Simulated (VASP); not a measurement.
# Pt in VASP: notebook

Pt is run at these levels: PBEsol, PBE; tasks: single point.

All numbers are computed with VASP 6.6.1; they aren't measurements. Logs are shortened: lines on timing, memory, paths and dates and some standing lists are left out, and cuts for length are marked.

### 1 The cell of the first run

The typed cell holds 27 atoms: a = 8.319 Å, b = 8.319 Å, c = 8.319 Å, α = 60.00°, β = 60.00°, γ = 60.00°.

### 2 Single point, PBEsol (atoms moved at random)

The input, INCAR:

```
SYSTEM = Pt
GGA      = PS             ! functional
ISMEAR   = 1              ! smearing method
SIGMA    = 0.1            ! smearing width, eV
LWAVE    = .FALSE.        ! write WAVECAR
LCHARG   = .FALSE.        ! write CHGCAR
ISIF     = 2              ! what is computed and relaxed
ISYM     = 0            
PREC     = Accurate       ! precision mode
LASPH    = .TRUE.         ! aspherical terms in the spheres
LREAL    = .FALSE.        ! projectors in reciprocal space
ALGO     = Normal         ! electronic algorithm
EDIFF    = 1E-7           ! SCF threshold, eV
NELM     = 120            ! most SCF steps
GGA_COMPAT= .FALSE.      
ENCUT    = 370            ! plane-wave cutoff, eV
NSIM     = 4
```

The input, KPOINTS:

```
k-points
0
Gamma
  3 3 3
```

The input, POSCAR:

```
Pt
1.0
    0.0000000000      5.8827000000      5.8827000000
    5.8827000000      0.0000000000      5.8827000000
    5.8827000000      5.8827000000      0.0000000000
Pt
27
Direct
    0.0013060000      0.0022680000      0.0034950000
    0.0031030000      0.0034600000      0.3317480000
    0.0058600000      0.0003580000      0.6630760000
   -0.0000750000      0.3351100000     -0.0047880000
   -0.0013490000      0.3381380000      0.3352560000
   -0.0017020000      0.3320810000      0.6696250000
    0.0043700000      0.6654510000     -0.0060480000
    0.0048280000      0.6673430000      0.3316990000
   -0.0019900000      0.6693520000      0.6645030000
    0.3362750000     -0.0020550000      0.0010320000
    0.3274000000      0.0029800000      0.3329650000
    0.3334250000     -0.0022910000      0.6678900000
    0.3266180000      0.3413680000     -0.0036680000
    0.3304980000      0.3259150000      0.3318190000
    0.3314270000      0.3392500000      0.6647880000
    0.3375200000      0.6750770000     -0.0078990000
    0.3274730000      0.6626670000      0.3401630000
    0.3306430000      0.6613050000      0.6713020000
    0.6727640000     -0.0042040000     -0.0036690000
    0.6665870000     -0.0065850000      0.3335490000
    0.6710840000     -0.0067580000      0.6705590000
    0.6707880000      0.3361130000      0.0007260000
    0.6678670000      0.3321950000      0.3321460000
    0.6630690000      0.3364370000      0.6686020000
    0.6785800000      0.6649480000     -0.0095910000
    0.6596220000      0.6667920000      0.3401540000
    0.6661810000      0.6592720000      0.6666050000
```

Potentials or basis: VASP PAW PBE potentials, release 64 (Pt).

Started as:

```bash
$ cat potpaw_PBE.64/Pt/POTCAR > POTCAR
$ mpirun -np 8 vasp_std > vasp.out
```

OUTCAR:

```text
SYSTEM = Pt
   GGA = PS
   ISMEAR = 1
   ISIF = 2
   ISYM = 0
   PREC = Accurate
   LASPH = .TRUE.
   LREAL = .FALSE.
   EDIFF = 1E-7
   NELM = 120
   ENCUT = 370

 ion  position               nearest neighbor table
   1  0.001  0.002  0.003-   4 2.73   2 2.74   8 2.76  10 2.76  16 2.76   6 2.76  22 2.76  20 2.77
                            12 2.78  19 2.79   3 2.82   7 2.83
   2  0.003  0.003  0.332-  11 2.70   1 2.74   3 2.76  10 2.76  23 2.76  17 2.77   9 2.77   4 2.78
                             5 2.78   8 2.79  21 2.79  20 2.83
   3  0.006  0.000  0.663-  11 2.71  12 2.73   2 2.76   6 2.76  18 2.76   5 2.77   7 2.77  19 2.77
                             9 2.78  21 2.78   1 2.82  24 2.82
   4  1.000  0.335  0.995-  25 2.71  22 2.71   6 2.73   1 2.73  13 2.75  15 2.75   7 2.76   9 2.77
                             2 2.78  23 2.78  10 2.80   5 2.84
   5  0.999  0.338  0.335-  14 2.70   8 2.75   6 2.76  11 2.76   3 2.77  13 2.77  26 2.78   2 2.78
                             7 2.78  24 2.78  23 2.79   4 2.84
   6  0.998  0.332  0.670-   4 2.73  22 2.74  27 2.74   5 2.76   3 2.76   1 2.76  24 2.78  15 2.78
                             9 2.78  12 2.78  14 2.79   8 2.80
   7  0.004  0.665  0.994-  13 2.69  18 2.70  25 2.73   9 2.75  19 2.75   4 2.76   3 2.77   5 2.78
                            16 2.80   8 2.82   1 2.83  26 2.87
   8  0.005  0.667  0.332-  17 2.70   9 2.75   5 2.75   1 2.76  20 2.76  14 2.78   2 2.79  16 2.80
                             6 2.80  27 2.80   7 2.82  26 2.84
   9  0.998  0.669  0.665-  25 2.68  21 2.71  17 2.72   8 2.75   7 2.75  15 2.76  18 2.76   4 2.77
                             2 2.77   3 2.78   6 2.78  27 2.79
  10  0.336  0.998  0.001-  16 2.72  11 2.75   1 2.76   2 2.76  21 2.77  19 2.77  12 2.78  13 2.80
                             4 2.80  17 2.81  25 2.81  15 2.82
  11  0.327  0.003  0.333-  14 2.69   2 2.70   3 2.71  10 2.75   5 2.76  26 2.78  20 2.79  12 2.79
                            17 2.80  13 2.81  18 2.83  19 2.84
[... 15 lines left out ...]
                            26 2.80  11 2.84  22 2.84  13 2.88
  20  0.667  0.993  0.334-  26 2.72   8 2.76   1 2.77  19 2.77  27 2.78  12 2.78  14 2.78  11 2.79
                            22 2.81  23 2.82  21 2.82   2 2.83
  21  0.671  0.993  0.671-  25 2.70   9 2.71  19 2.73  10 2.77   3 2.78   2 2.79  12 2.80  24 2.81
                            27 2.82  23 2.82  20 2.82  15 2.85
  22  0.671  0.336  0.001-   4 2.71  25 2.73  23 2.73  27 2.74   6 2.74   1 2.76  24 2.79  14 2.80
                            16 2.80  20 2.81  19 2.84  13 2.86
  23  0.668  0.332  0.332-  22 2.73   2 2.76   4 2.78  26 2.78  15 2.78   5 2.79  17 2.79  24 2.80
                            25 2.81  21 2.82  20 2.82  14 2.83
  24  0.663  0.336  0.669-  27 2.69  18 2.73  26 2.74  13 2.76  15 2.76   6 2.78  19 2.78   5 2.78
                            22 2.79  23 2.80  21 2.81   3 2.82
  25  0.679  0.665  0.990-   9 2.68  21 2.70   4 2.71  22 2.73   7 2.73  19 2.75  27 2.77  16 2.79
                            23 2.81  10 2.81  26 2.84  17 2.92
  26  0.660  0.667  0.340-  27 2.71  20 2.72  24 2.74  18 2.75   5 2.78  17 2.78  11 2.78  23 2.78
                            19 2.80   8 2.84  25 2.84   7 2.87
  27  0.666  0.659  0.667-  24 2.69  26 2.71  16 2.72  22 2.74   6 2.74  18 2.76  25 2.77  20 2.78
                            12 2.79   9 2.79   8 2.80  21 2.82

IMPORTANT INFORMATION: All symmetrisations will be switched off!
NOSYMM: (Re-)initialisation of all symmetry stuff for point group C_1.

----------------------------------------------------------------------------------------

                                     Primitive cell

  volume of cell :     407.1553

  direct lattice vectors                    reciprocal lattice vectors
     0.000000000  5.882700000  5.882700000    -0.084994985  0.084994985  0.084994985
     5.882700000  0.000000000  5.882700000     0.084994985 -0.084994985  0.084994985
     5.882700000  5.882700000  0.000000000     0.084994985  0.084994985 -0.084994985

  length of vectors
     8.319394123  8.319394123  8.319394123     0.147215633  0.147215633  0.147215633

  position of ions in fractional coordinates (direct lattice)
     0.001306000  0.002268000  0.003495000
     0.003103000  0.003460000  0.331748000
     0.005860000  0.000358000  0.663076000
     0.999925000  0.335110000  0.995212000
     0.998651000  0.338138000  0.335256000
     0.998298000  0.332081000  0.669625000
[... 19 lines left out ...]
     0.659622000  0.666792000  0.340154000
     0.666181000  0.659272000  0.666605000

  ion indices of the primitive-cell ions
   primitive index   ion index
                 1           1
                 2           2
                 3           3
                 4           4
                 5           5
                 6           6
[... 19 lines left out ...]
                26          26
                27          27

----------------------------------------------------------------------------------------

 KPOINTS: k-points

Automatic generation of k-mesh.
 Grid dimensions read from file:
 generate k-points for:    3    3    3

 Generating k-lattice:

  Cartesian coordinates                     Fractional coordinates (reciprocal lattice)
    -0.028331662  0.028331662  0.028331662     0.333333333  0.000000000  0.000000000
     0.028331662 -0.028331662  0.028331662     0.000000000  0.333333333  0.000000000
     0.028331662  0.028331662 -0.028331662     0.000000000  0.000000000  0.333333333

  Length of vectors
     0.049071878  0.049071878  0.049071878

  Shift w.r.t. Gamma in fractional coordinates (k-lattice)
     0.000000000  0.000000000  0.000000000

 Subroutine IBZKPT returns following result:
 ===========================================

 Found     14 irreducible k-points:

 Following reciprocal coordinates:
            Coordinates               Weight
  0.000000  0.000000  0.000000      1.000000
  0.333333  0.000000  0.000000      2.000000
  0.000000  0.333333  0.000000      2.000000
  0.000000  0.000000  0.333333      2.000000
  0.333333  0.333333  0.333333      2.000000
  0.333333  0.333333  0.000000      2.000000
  0.000000  0.333333  0.333333      2.000000
  0.333333  0.000000  0.333333      2.000000
 -0.333333  0.333333  0.000000      2.000000
  0.000000 -0.333333  0.333333      2.000000
  0.333333  0.000000 -0.333333      2.000000
  0.333333  0.333333 -0.333333      2.000000
 -0.333333  0.333333 -0.333333      2.000000
  0.333333 -0.333333 -0.333333      2.000000
   k-points           NKPTS =     14   k-points in BZ     NKDIM =     14   number of bands    NBANDS=    168
   number of dos      NEDOS =    301   number of ions     NIONS =     27
   total plane-waves  NPLWV = 157464
   dimension x,y,z NGX =    54 NGY =   54 NGZ =   54
   dimension x,y,z NGXF=   108 NGYF=  108 NGZF=  108
   ions per type =              27
   NGX,Y,Z   is equivalent  to a cutoff of  10.79, 10.79, 10.79 a.u.
   NGXF,Y,Z  is equivalent  to a cutoff of  21.58, 21.58, 21.58 a.u.
 SYSTEM =  Pt
   PREC   = accura    normal or accurate (medium, high low for compatibility)
   ISTART =      0    job   : 0-new  1-cont  2-samecut
   ICHARG =      2    charge: 1-file 2-atom 10-const
   ISPIN  =      1    spin polarized calculation?
   LNONCOLLINEAR =      F non collinear calculations
   LSORBIT =      F    spin-orbit coupling
   LASPH  =      T    aspherical Exc in radial PAW
   ENCUT  =  370.0 eV  27.19 Ry    5.21 a.u.  13.05 13.05 13.05*2*pi/ulx,y,z
   NELM   =    120;   NELMIN=  2; NELMDL= -5     # of ELM steps
   EDIFF  = 0.1E-06   stopping-criterion for ELM
   LREAL  =      F    real-space projection
   EDIFFG = 0.1E-05   stopping-criterion for IOM
   NSW    =      0    number of steps for IOM
   IBRION =     -1    ionic relax: 0-MD 1-quasi-New 2-CG
   NFREE  =      0    steps in history (QN), initial steepest desc. (CG)
   ISIF   =      2    stress and relaxation
   ISYM   =      0    0-nonsym 1-usesym 2-fastsym
   POTIM  = 0.5000    time-step for ionic-motion
   TEBEG  =    0.0;   TEEND  =   0.0 temperature during run

   SCALEE = 1.0000    scale energy and forces
   PSTRESS=    0.0 pullay stress
   NELECT =     270.0000    total number of electrons
   NUPDOWN=      -1.0000    fix difference up-down
   EMIN   =  10.00;   EMAX   =-10.00  energy-range for DOS
   EFERMI =   0.00;   METHOD = LEGACY
   ISMEAR =     1;   SIGMA  =   0.10  broadening in eV -4-tet -1-fermi 0-gaus
   EFERMI_NEDOS =   21; number of points for ismear=-14 and -15
   IALGO  =     38    algorithm
   IMIX   =      4    mixing-type and parameters
     AMIX     =   0.40;   BMIX     =  1.00
     AMIX_MAG =   1.60;   BMIX_MAG =  1.00
  volume/ion in A,a.u.               =      15.08       101.76
  Fermi-wavevector in a.u.,A,eV,Ry     =   1.427609  2.697791 27.729605  2.038068
  Thomas-Fermi vector in A             =   2.547760
   LORBIT       =      0    0 simple, 1 ext, 2 COOP (PROOUT), +10 PAW based schemes
   GGA     = PS    functional components
   LHFCALC =     F    Hartree Fock is set to
   AEXX    =    0.0000 exact exchange contribution
   IVDW    =     0    specifies the selected vdW correction
   LEPSILON=     F    determine dielectric tensor
   LRPA    =     F    only Hartree local field effects (RPA)

   CSHIFT  =0.1000    complex shift for real part using Kramers Kronig

   OMEGAMAX=  -1.0    maximum frequency
 non-spin polarized calculation
 Methfessel and Paxton  Order N= 1 SIGMA  =   0.10
  energy-cutoff  :      370.00
  volume of cell :      407.16
 maximum number of plane-waves:      6615
 NGX is ok and might be reduce to    54

 number of electron     270.0000007 magnetization

 Free energy of the ion-electron system (eV)
  ---------------------------------------------------
  ext. energy  EPLUGINS =         0.00000000
  ---------------------------------------------------
  free energy    TOTEN  =      -188.34288883 eV

  energy without entropy =     -188.37771733  energy(sigma->0) =     -188.35449833

 E-fermi :  11.1177     XC(G=0): -13.6252

 val. band max:       11.0846225477   @ k =   0.3333   0.3333   0.0000
 cond. band min:      11.1181175131   @ k =   0.3333   0.0000   0.3333
 fundamental gap:      0.0334949653
 Fermi energy:        11.1177143812

 k-point     1 :       0.0000    0.0000    0.0000
  band No.  band energies     occupation
      1       0.7936      2.00000
      2       3.4526      2.00000
      3       3.4635      2.00000
      4       3.5215      2.00000
      5       3.5285      2.00000
      6       3.5539      2.00000
[... 2089 lines left out ...]
    146      12.4460     -0.00000
    147      12.4772     -0.00000
 [bands above 147 left out]

------------------------ aborting loop because EDIFF is reached ----------------------------------------

  FORCE on cell =-STRESS in cart. coord.  units (eV):
  Direction    XX          YY          ZZ          XY          YZ          ZX
  --------------------------------------------------------------------------------------
  -------------------------------------------------------------------------------------
  Total       -3.2111306     -3.2522617     -3.0013150     -0.1073514      0.0186106     -0.1199216
  in kB      -12.6359661    -12.7978192    -11.8103309     -0.4224334      0.0732337     -0.4718979
  external PRESSURE =     -12.4147054 kB  Pullay stress =       0.0000000 kB

 VOLUME and BASIS-vectors are now :
 -----------------------------------------------------------------------------
  energy-cutoff  :      370.00
  volume of cell :      407.16
      direct lattice vectors                 reciprocal lattice vectors
     0.000000000  5.882700000  5.882700000    -0.084994985  0.084994985  0.084994985
     5.882700000  0.000000000  5.882700000     0.084994985 -0.084994985  0.084994985
     5.882700000  5.882700000  0.000000000     0.084994985  0.084994985 -0.084994985

 POSITION                                       TOTAL-FORCE (eV/Angst)
 -----------------------------------------------------------------------------------
      0.03390      0.02824      0.02102        -0.406128     -0.242160     -0.299238
      1.97193      1.96983      0.03861         0.089902     -0.295830     -0.393280
      3.90278      3.93515      0.03658         0.406721     -0.105046     -0.330238
      7.82589     11.73679      7.85361         0.159102      0.608269      0.044001
      3.96137      7.84697      7.86393        -0.146678     -0.488110     -0.276748
      5.89274      9.81189      7.82622        -0.261736     -0.031186      0.259300
[... 19 lines left out ...]
      5.92356      5.88138      7.80290        -0.704073     -0.320523      0.343921
      7.79974      7.84038      7.79724         0.384277     -0.036550      0.692189
 -----------------------------------------------------------------------------------
    total drift:                               -0.000020      0.000025     -0.000001

  FREE ENERGIE OF THE ION-ELECTRON SYSTEM (eV)
  ---------------------------------------------------
  free  energy   TOTEN  =      -188.3428888298 eV

  energy  without entropy=     -188.3777173278  energy(sigma->0) =     -188.35449833
```

Run time: 2.2 min. Hardware: 8 MPI ranks of Intel Xeon 6975P-C (Granite Rapids), shared host; peak memory 0.21 GiB.

What came out:

```yaml
Free_energy: -188.3429 eV
Pressure: -1.2 GPa
Largest_force: 1.285 eV/Å
Band_gap_on_the_k_mesh: zero (bands 135 and 136 overlap by 0.77 eV)
```

Forces on the atoms (eV/Å):
```
Pt  -0.406 -0.242 -0.299
Pt   0.090 -0.296 -0.393
Pt   0.407 -0.105 -0.330
Pt   0.159  0.608  0.044
Pt  -0.147 -0.488 -0.277
Pt  -0.262 -0.031  0.259
Pt   0.895  0.190 -0.090
Pt  -0.097 -0.366 -0.311
Pt  -0.306 -0.012  0.067
Pt   0.064 -0.049  0.285
Pt  -0.538  0.379  0.224
Pt   0.053 -0.034  0.434
Pt  -0.384  0.974 -0.135
Pt   0.441  0.352  0.877
Pt  -0.774  0.279 -0.567
Pt   0.053  0.563 -0.791
Pt  -0.578 -0.095  0.801
Pt   0.173 -0.438  0.725
Pt   0.609 -0.034  0.037
Pt   0.386  0.049  0.358
Pt   0.096 -0.907  0.353
Pt  -0.183 -0.354 -0.919
Pt   0.182  0.039 -0.189
Pt  -0.581  0.347 -0.355
Pt   0.966  0.028 -0.847
Pt  -0.704 -0.321  0.344
Pt   0.384 -0.037  0.692
```

Caveat: the cell differs from its parent crystal (atoms moved at random); the PAW data sets were made with another functional, which shifts forces and pressure a little; spin-orbit coupling is left out, which moves the levels of the heavy elements.

### 3 Single point, PBE

This run uses another cell than the first one: it holds 1 atom, not 27.

The input, INCAR:

```
SYSTEM = Pt
ALGO = Normal
EDIFF = 1E-6
ENCUT = 500
GGA = PE
GGA_COMPAT = .False.
ISIF = 2
ISMEAR = -1
LASPH = .True.
LCHARG = .False.
LREAL = .False.
LWAVE = .False.
NBANDS = 11
NELM = 120
PREC = Accurate
SIGMA = 0.05
```

The input, KPOINTS:

```
k-points
0
Gamma
  10 10 10
  0 0 0
```

The input, POSCAR:

```
Pt
1.0
    0.0000000000      1.9609000000      1.9609000000
    1.9609000000      0.0000000000      1.9609000000
    1.9609000000      1.9609000000      0.0000000000
Pt
1
Direct
    0.0000000000      0.0000000000      0.0000000000
```

Potentials or basis: VASP PAW PBE potentials, release 64 (Pt).

Started as:

```bash
$ cat potpaw_PBE.64/Pt/POTCAR > POTCAR
$ mpirun -np 1 vasp_std > vasp.out
```

OUTCAR:

```text
SYSTEM = Pt
   EDIFF = 1E-6
   ENCUT = 500
   GGA = PE
   ISIF = 2
   ISMEAR = -1
   LASPH = .True.
   LREAL = .False.
   NELM = 120
   PREC = Accurate

 ion  position               nearest neighbor table
   1  0.000  0.000  0.000-

  LATTYP: Found a face centered cubic cell.
 ALAT       =     3.9218000000

  Lattice vectors:

 A1 = (   0.0000000000,   1.9609000000,   1.9609000000)
 A2 = (   1.9609000000,   0.0000000000,   1.9609000000)
[... 514 lines left out ...]
     11      33.3512      0.00000

 [... further k-points ...]

------------------------ aborting loop because EDIFF is reached ----------------------------------------

  FORCE on cell =-STRESS in cart. coord.  units (eV):
  Direction    XX          YY          ZZ          XY          YZ          ZX
  --------------------------------------------------------------------------------------
  -------------------------------------------------------------------------------------
  Total        0.9167272      0.9167272      0.9167272      0.0000000     -0.0000000      0.0000000
  in kB       97.3989689     97.3989689     97.3989689      0.0000000     -0.0000000      0.0000000
  external PRESSURE =      97.3989689 kB  Pullay stress =       0.0000000 kB

 VOLUME and BASIS-vectors are now :
 -----------------------------------------------------------------------------
  energy-cutoff  :      500.00
  volume of cell :       15.08
      direct lattice vectors                 reciprocal lattice vectors
     0.000000000  1.960900000  1.960900000    -0.254984956  0.254984956  0.254984956
     1.960900000  0.000000000  1.960900000     0.254984956 -0.254984956  0.254984956
     1.960900000  1.960900000  0.000000000     0.254984956  0.254984956 -0.254984956

 POSITION                                       TOTAL-FORCE (eV/Angst)
 -----------------------------------------------------------------------------------
      0.00000      0.00000      0.00000         0.000000      0.000000      0.000000
 -----------------------------------------------------------------------------------
    total drift:                                0.000000      0.000000      0.000000

  FREE ENERGIE OF THE ION-ELECTRON SYSTEM (eV)
  ---------------------------------------------------
  free  energy   TOTEN  =        -6.0731090974 eV

  energy  without entropy=       -6.0611832332  energy(sigma->0) =       -6.06714617
```

stdout:

```text
POSCAR found type information on POSCAR Pt
 POSCAR found :  1 types and       1 ions
 scaLAPACK will be used
 LDA part: xc-table for (Slater+PW92), standard interpolation
 POSCAR, INCAR and KPOINTS ok, starting setup
 FFT: planning ... GRIDC
 FFT: planning ... GRID_SOFT
 FFT: planning ... GRID
 WAVECAR not read
 entering main loop
```

Wall time 5.7 s (1 thread of Intel Xeon Platinum 8488C (Sapphire Rapids), shared host); peak memory 0.12 GiB.

What came out:

| Property | Result |
| --- | --- |
| Free energy | -6.0731 eV |
| Pressure | 9.7 GPa |
| Band gap on the k mesh | zero (bands 5 and 6 overlap by 2.21 eV) |

Caveat: the cell stands under pressure; spin-orbit coupling is left out, which moves the levels of the heavy elements.

[end of part 1 of 2]
